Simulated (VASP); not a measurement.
Write the native input for VASP 6.6.1 that does the following.

```
Task                               : single point
Functional                         : PBE-based global hybrid
Potentials or basis                : VASP PAW PBE potentials, release 64 (Ge_d)
Cutoff                             : 520 eV
k mesh                             : 5 × 5 × 5
Occupations                        : fermi-dirac, width 0.05 eV
Spin                               : no spin polarisation
Dipole correction                  : no
Grid for exact exchange (PRECFOCK) : Normal
Share of exact exchange            : 0.35
Further INCAR settings             : ALGO = Normal; EDIFF = 1e-06; NBANDS = 21
```

Crystal: Ge.

```
Ge
1.0
     0.00000    2.82891    2.82891
     2.82891    0.00000    2.82891
     2.82891    2.82891    0.00000
Ge
2
Direct
  0.75000 0.75000 0.75000
  0.50000 0.50000 0.50000
```

One way to write it, as run:

POSCAR

```
Ge
1.0
    0.0000000000      2.8289100000      2.8289100000
    2.8289100000      0.0000000000      2.8289100000
    2.8289100000      2.8289100000      0.0000000000
Ge
2
Direct
    0.7500000000      0.7500000000      0.7500000000
    0.5000000000      0.5000000000      0.5000000000
```

INCAR.step1

```
SYSTEM = Ge
PREC = Accurate
ENCUT = 520
EDIFF = 1E-5
ISMEAR = -1
SIGMA = 0.05
LREAL = .False.
LASPH = .True.
NELM = 60
ALGO = Normal
ISIF = 2
LWAVE = .True.
LCHARG = .False.
NBANDS = 21
GGA = PE
```

INCAR.step2

```
SYSTEM = Ge
PREC = Accurate
ENCUT = 520
EDIFF = 1E-6
ISMEAR = -1
SIGMA = 0.05
LREAL = .False.
LASPH = .True.
NELM = 60
ALGO = Normal
ISIF = 2
LWAVE = .False.
LCHARG = .False.
GGA = PE
LHFCALC = .True.
AEXX = 0.35
PRECFOCK = Normal
NBANDS = 21
ISTART = 1
```

KPOINTS

```
regular mesh
0
Gamma
  5 5 5
  0 0 0
```

Potentials or basis: VASP PAW PBE potentials, release 64 (Ge_d).

Run with:

```bash
$ cat potpaw_PBE.64/Ge_d/POTCAR > POTCAR
$ cp INCAR.step1 INCAR
$ mpirun -np 1 vasp_std > vasp.out
$ cp INCAR.step2 INCAR
$ mpirun -np 1 vasp_std > vasp.out
```

It gave:

The pressure is -0.3 GPa and the band gap on the k mesh is 2.15 eV, indirect (least direct gap 2.23 eV).

Caveat: the PAW data sets were made with another functional, which shifts forces and pressure a little.

Run time: 52 min on 1 thread of AMD EPYC 7R43 64-Core Processor (Zen 3), on a shared host, peak memory 0.14 GiB.
